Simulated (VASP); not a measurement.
# Nb3H in VASP: further runs, part 2 of 2

VASP 6.6.1. Earlier steps stand in the parts before.

### Step 4. Single point, LDA, collinear spin

Contents of INCAR:

```
PREC = Accurate
ENCUT = 520
EDIFF = 1E-6
ISMEAR = 0
SIGMA = 0.1
LREAL = False
LASPH = True
NELM = 150
ALGO = Normal
ISIF = 2
LWAVE = False
LCHARG = False
ISPIN = 2
MAGMOM = 0 0 0 1
LORBIT = 11
LMAXMIX = 4
LDIPOL = True
IDIPOL = 3
DIPOL = 0.5 0.5 0.356
NBANDS = 32
```

Contents of KPOINTS:

```
Automatic mesh
0
Gamma
  9 9 1
```

Contents of POSCAR:

```
Nb3H
1.0
    2.9270177637      0.0000000000      0.0000000000
    0.0000000000      2.9270177637      0.0000000000
    0.0000000000      0.0000000000     21.1957939222
Nb H
3 1
Direct
    0.5000000000      0.5000000000      0.1887166867
    0.0000000000      0.0000000000      0.2876907936
    0.5000000000      0.5000000000      0.3866707684
    0.5000000000      0.5000000000      0.5617054952
```

Potentials or basis: VASP PAW LDA potentials, release 64 (Nb_sv, H).

On the command line:

```bash
$ cat potpaw_LDA.64/Nb_sv/POTCAR potpaw_LDA.64/H/POTCAR > POTCAR
$ mpirun -np 1 vasp_std > vasp.out
```

OUTCAR:

```text
PREC = Accurate
   ENCUT = 520
   EDIFF = 1E-6
   ISMEAR = 0
   LREAL = False
   LASPH = True
   NELM = 150
   ISIF = 2
   ISPIN = 2
   LORBIT = 11

 ion  position               nearest neighbor table
   1  0.500  0.500  0.189-   2 2.95   2 2.95   2 2.95   2 2.95
   2  0.000  0.000  0.288-   1 2.95   1 2.95   1 2.95   1 2.95   3 2.95   3 2.95   3 2.95   3 2.95

   3  0.500  0.500  0.387-   2 2.95   2 2.95   2 2.95   2 2.95
   4  0.500  0.500  0.562-

  LATTYP: Found a simple tetragonal cell.
 ALAT       =     2.9270177637
 C/A-ratio  =     7.2414298899

  Lattice vectors:

 A1 = (   2.9270177637,   0.0000000000,   0.0000000000)
 A2 = (   0.0000000000,   2.9270177637,   0.0000000000)
 A3 = (   0.0000000000,   0.0000000000,  21.1957939222)

Analysis of symmetry for initial positions (statically):
[... 1251 lines left out ...]

  FORCE on cell =-STRESS in cart. coord.  units (eV):
  Direction    XX          YY          ZZ          XY          YZ          ZX
  --------------------------------------------------------------------------------------
  -------------------------------------------------------------------------------------
  Total       -7.9375827     -7.9375827     -1.0731325      0.0000000      0.0000000      0.0000000
  in kB      -70.0323079    -70.0323079     -9.4681151      0.0000000      0.0000000      0.0000000
  external PRESSURE =     -49.8442436 kB  Pullay stress =       0.0000000 kB

 VOLUME and BASIS-vectors are now :
 -----------------------------------------------------------------------------
  energy-cutoff  :      520.00
  volume of cell :      181.59
      direct lattice vectors                 reciprocal lattice vectors
     2.927017764  0.000000000  0.000000000     0.341644664  0.000000000  0.000000000
     0.000000000  2.927017764  0.000000000     0.000000000  0.341644664  0.000000000
     0.000000000  0.000000000 21.195793922     0.000000000  0.000000000  0.047179172

 POSITION                                       TOTAL-FORCE (eV/Angst)
 -----------------------------------------------------------------------------------
      1.46351      1.46351      4.00000         0.000000     -0.000000      0.037469
      0.00000      0.00000      6.09783         0.000000      0.000000     -0.096484
      1.46351      1.46351      8.19579         0.000000      0.000000      0.349675
      1.46351      1.46351     11.90579         0.000000      0.000000     -0.290660
 -----------------------------------------------------------------------------------
    total drift:                                0.000000      0.000000     -0.000650

  FREE ENERGIE OF THE ION-ELECTRON SYSTEM (eV)
  ---------------------------------------------------
  free  energy   TOTEN  =       -31.1946015108 eV

  energy  without entropy=      -31.1617557425  energy(sigma->0) =      -31.17817863

 vacuum level on the upper side and lower side of the slab         5.836         4.565

 total charge

# of ion       s       p       d       tot
------------------------------------------
    1        2.219   5.950   2.493  10.662
    2        2.232   6.024   2.415  10.671
    3        2.217   5.950   2.490  10.656
    4        0.358   0.000   0.000   0.359
--------------------------------------------------
tot          7.026  17.924   7.399  32.348

 magnetization (x)

# of ion       s       p       d       tot
------------------------------------------
    1       -0.001  -0.001  -0.018  -0.020
    2       -0.001  -0.000  -0.006  -0.007
    3        0.000  -0.003  -0.002  -0.005
    4        0.329   0.000   0.000   0.330
--------------------------------------------------
tot          0.328  -0.004  -0.026   0.298
```

OSZICAR:

```text
N       E                     dE             d eps       ncg     rms          rms(c)
DAV:   1     0.417736905707E+03    0.41774E+03   -0.20953E+04  2320   0.109E+03
DAV:   2     0.961699816928E+01   -0.40812E+03   -0.39138E+03  2624   0.480E+02
DAV:   3    -0.312552672004E+02   -0.40872E+02   -0.39939E+02  3552   0.100E+02
[... 19 lines left out ...]
DAV:  23    -0.311945599868E+02   -0.36080E-04   -0.83907E-06  2136   0.946E-03    0.803E-03
DAV:  24    -0.311945815329E+02   -0.21546E-04   -0.64597E-06  2072   0.813E-03    0.537E-03
DAV:  25    -0.311945960317E+02   -0.14499E-04   -0.70447E-06  2152   0.791E-03    0.270E-03
DAV:  26    -0.311945997399E+02   -0.37082E-05   -0.17381E-06  1936   0.562E-03    0.182E-03
DAV:  27    -0.311946010938E+02   -0.13538E-05   -0.11297E-06  1888   0.429E-03    0.179E-03
DAV:  28    -0.311946015108E+02   -0.41706E-06   -0.25446E-07  1768   0.333E-03
   1 F= -.31194602E+02 E0= -.31178179E+02  d E =-.328458E-01  mag=     0.8031
```

stdout:

```text
POSCAR found type information on POSCAR NbH
 POSCAR found :  2 types and       4 ions
 scaLAPACK will be used
 LDA part: xc-table for (Slater(with rela. corr.)+CA(PZ))
 , standard interpolation
 POSCAR, INCAR and KPOINTS ok, starting setup
 FFT: planning ... GRIDC
 FFT: planning ... GRID_SOFT
 FFT: planning ... GRID
 WAVECAR not read
 entering main loop
```

It took 6.4 min on 1 thread of Intel Xeon 6975P-C (Granite Rapids), shared host; peak memory 0.33 GiB.

Results:

| Property | Result |
| --- | --- |
| Free energy | -31.1946 eV |
| Largest force | 0.350 eV/Å |
| Net moment | 0.80 μB per cell |
| Site moments | Nb -0.02, -0.01 (each value once); H +0.33 μB |
| Valence electrons inside the program's atomic spheres | Nb 10.66, 10.67 (each value once); H 0.36 |

Forces in eV/Å, atoms in the order of the input:
```
Nb   0.000  0.000  0.037
Nb   0.000  0.000 -0.096
Nb   0.000  0.000  0.350
H    0.000  0.000 -0.291
```

Levels at points of the mesh, in eV from the Fermi level:
Spin up:
```tsv
k point	band 18	band 19	band 20	band 21	band 22	band 23
(0.00, 0.00, 0.00)	-2.09	-0.80	-0.38	0.26	0.55	0.55
```
Spin down:
```csv
k point,band 18,band 19,band 20,band 21,band 22,band 23
"(0.00, 0.00, 0.00)",-0.94,-0.82,-0.34,0.55,0.55,0.84
```

### Step 5. Overview

```tsv
cell	gap on the mesh (eV)	moment (μB)	largest force (eV/Å)
as given, atomic positions A	none	0.00	1.22
as given, atomic positions B	none	0.15	2.02
as given, atomic positions C	none	0.80	0.35
```

Alike in all rows: task single point; level LDA; potentials or basis VASP PAW LDA potentials, release 64 (Nb_sv, H); spin collinear; k mesh 9 × 9 × 1; cutoff (eV) 520; smearing gaussian 0.1 eV.

Absolute energies hang on the potentials; compare differences alone.
